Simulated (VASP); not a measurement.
BiTe, 2 atoms in the cell. The structure is cubic, space group Fm-3m (No. 225). The conventional cell has a = 6.555 Å, b = 6.555 Å, c = 6.555 Å, α = 90.00°, β = 90.00°, γ = 90.00°. Within 4.3 Å of Bi (site symmetry m-3m) lie 6 Te at 3.28 Å. Te (site symmetry m-3m) has 6 Bi at 3.28 Å within 4.3 Å.  This cell differs from its parent crystal: volume scaled by 1.04.

- Program: VASP 6.6.1
- Task: electric field gradients
- Functional: LDA
- Potentials or basis: VASP PAW LDA potentials, release 64 (Bi_d, Te)
- Cutoff: 520 eV
- k mesh: 10 × 10 × 10
- Occupations: fermi-dirac, width 0.08 eV
- Spin: no spin polarisation
- Dipole correction: no
- Further INCAR settings: ALGO = Normal; EDIFF = 1e-08; NBANDS = 18

Potentials or basis: VASP PAW LDA potentials, release 64 (Bi_d, Te).

Command:

```console
$ cat potpaw_LDA.64/Bi_d/POTCAR potpaw_LDA.64/Te/POTCAR > POTCAR
$ mpirun -np 1 vasp_std > vasp.out
```

Hardware: 1 thread of Intel(R) Xeon(R) 6975P-C (Granite Rapids), on a shared host.

Question: How long does it take, and how much memory?

Answer: It took 21 s on 1 thread of Intel(R) Xeon(R) 6975P-C (Granite Rapids), with other jobs on the host, peak memory 0.2 GiB. Counts: scf iterations 14, k points 47.
